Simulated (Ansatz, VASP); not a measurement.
# One calculation of WAu, two programs

Contents of INCAR:

```
SYSTEM = WAu
PREC = Accurate
ENCUT = 600
EDIFF = 1E-6
ISMEAR = -1
SIGMA = 0.05
LREAL = .False.
LASPH = .True.
NELM = 100
ALGO = Fast
ISIF = 3
LWAVE = .False.
LCHARG = .False.
GGA = RP
IVDW = 13
IBRION = 2
NSW = 60
EDIFFG = -0.01
```

The input KPOINTS:

```
Automatic mesh
0
Gamma
  8 8 8
  0 0 0
```

Contents of POSCAR:

```
WAu
1.0
    0.0000000000      2.7479792600      2.7479792600
    2.7479792600      0.0000000000      2.7479792600
    2.7479792600      2.7479792600      0.0000000000
W Au
1 1
Direct
    0.0000000000      0.0000000000      0.0000000000
    0.7500000000      0.7500000000      0.7500000000
```

input.yaml

```yaml
crystal:
  lattice:
    - [0.0, 2.74797926, 2.74797926]
    - [2.74797926, 0.0, 2.74797926]
    - [2.74797926, 2.74797926, 0.0]
  atoms:
    - { symbol: W, position: [0.0, 0.0, 0.0] }
    - { symbol: Au, position: [0.75, 0.75, 0.75] }
hamiltonian:
  xc: rpbe
  pseudopotentials: { kind: paw }
  dispersion: d4
kpoints:
  mp_grid: { grid: [8, 8, 8] }
scf:
  occupations: { method: fermi_dirac, width: 0.05 }
output:
  forces: true
  stress: true
  eigenvalues: true
  write_density: true
  write_potential: true
  elf: true
  volumetric_format: npy
relax:
  f_tol: 0.01
  max_steps: 40
  cell: { stress_tol: 0.05 }
```

Alike in both runs: task relaxation of cell and atoms; functional RPBE; dispersion D4; k mesh 8 × 8 × 8; occupations fermi-dirac, width 0.05 eV; no spin polarisation.

```csv
,VASP,Ansatz
version,VASP 6.6.1,Ansatz 0.2.0
potentials or method,"VASP PAW PBE potentials, release 64 (W_sv, Au)",Ansatz PAW
plane-wave cutoff (eV),600,420
valence electrons in the cell,25,33
```

VASP gave:

| Quantity | Value |
| --- | --- |
| gap on the k mesh at the Fermi level, each at its own relaxed structure (eV) | none |
| relaxed volume (Å³/atom) | 23.77 |
| relaxed cell length with the largest relative difference (Å) | 4.066 |

Which values does Ansatz return?

gap on the k mesh at the Fermi level, each at its own relaxed structure (eV): none; relaxed volume (Å³/atom): 23.76; relaxed cell length with the largest relative difference (Å): 4.066.

VASP's potentials were made for PBE, not for RPBE. A gap of «none» marks a metal or a gap that the smearing closes. VASP's potentials hold 25 valence electrons a cell and Ansatz's 33, so a difference there can come from the potentials and not from the codes.

Spin-orbit coupling is off throughout. Noted on Ansatz's run: the plane-wave basis is chosen anew once the cell has moved, so the energies of steps on either side of that aren't comparable.
